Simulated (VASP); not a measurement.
A run of VASP 6.6.1 is set up as follows.

File INCAR:

```
ALGO     = Normal         # electronic algorithm
EDIFF    = 1E-6           # SCF threshold, eV
ENCUT    = 520            # plane-wave cutoff, eV
GGA      = RE             # functional
ISIF     = 2              # what is computed and relaxed
ISMEAR   = -1             # smearing method
LASPH    = T              # aspherical terms in the spheres
LCHARG   = F              # write CHGCAR
LREAL    = F              # projectors in reciprocal space
LWAVE    = F              # write WAVECAR
NBANDS   = 18             # bands
NELM     = 60             # most SCF steps
PREC     = Accurate       # precision mode
SIGMA    = 0.05           # smearing width, eV
```

The input KPOINTS:

```
k-points
0
Gamma
  7 7 7
```

File POSCAR:

```
ScAl3
1.0
    4.1288946071      0.0000000000      0.0000000000
    0.0000000000      4.1288946071      0.0000000000
    0.0000000000      0.0000000000      4.1288946071
Sc Al
1 3
Direct
    0.0000000000      0.0000000000      0.0000000000
    0.5000000000      0.5000000000      0.0000000000
    0.0000000000      0.5000000000      0.5000000000
    0.5000000000      0.0000000000      0.5000000000
```

Potentials or basis: VASP PAW PBE potentials, release 64 (Sc_sv, Al).

Command:

```console
$ cat potpaw_PBE.64/Sc_sv/POTCAR potpaw_PBE.64/Al/POTCAR > POTCAR
$ mpirun -np 1 vasp_std > vasp.out
```

(1) Estimate the pressure.

(2) Predict the band gap on the k mesh.

Answers

(1) 0.0 GPa.

(2) zero (bands 10 and 11 overlap by 3.58 eV).

Caveat: the PAW data sets were made with another functional, which shifts forces and pressure a little.
